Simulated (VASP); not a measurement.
A run of VASP 6.6.1:

INCAR

```
SYSTEM = In4P
PREC = Accurate ; ENCUT = 600
EDIFF = 1E-6 ; ISMEAR = 0
SIGMA = 0.1 ; LREAL = .FALSE.
LASPH = .TRUE. ; NELM = 100
ALGO = Normal ; ISIF = 3
LWAVE = .FALSE. ; LCHARG = .FALSE.
GGA = PE ; IBRION = 2
NSW = 100 ; EDIFFG = -0.01
```

KPOINTS

```
regular mesh
0
G
  8 8 8
  0 0 0
```

File POSCAR:

```
In4P
1.0
    5.4809410476      0.0000000000      0.0000000000
    0.0000000000      5.4809410476      0.0000000000
    0.0000000000      0.0000000000      5.4809410476
In P
4 1
Direct
    0.5000000000      0.0000000000      0.0000000000
    0.0000000000      0.5000000000      0.0000000000
    0.0000000000      0.0000000000      0.5000000000
    0.0000000000      0.0000000000      0.0000000000
    0.5000000000      0.5000000000      0.5000000000
```

Potentials or basis: VASP PAW PBE potentials, release 64 (In_d, P).

Run with:

```bash
$ cat potpaw_PBE.64/In_d/POTCAR potpaw_PBE.64/P/POTCAR > POTCAR
$ mpirun -np 1 vasp_std > vasp.out
```

Hardware: 1 thread of Intel Xeon 8259CL, on a shared host.

Estimate the wall time of this run.

Wall time 16 min on 1 thread of Intel Xeon 8259CL (shared host), peak memory 0.46 GiB. Counts: scf iterations 35, k points 35, ion steps 3.
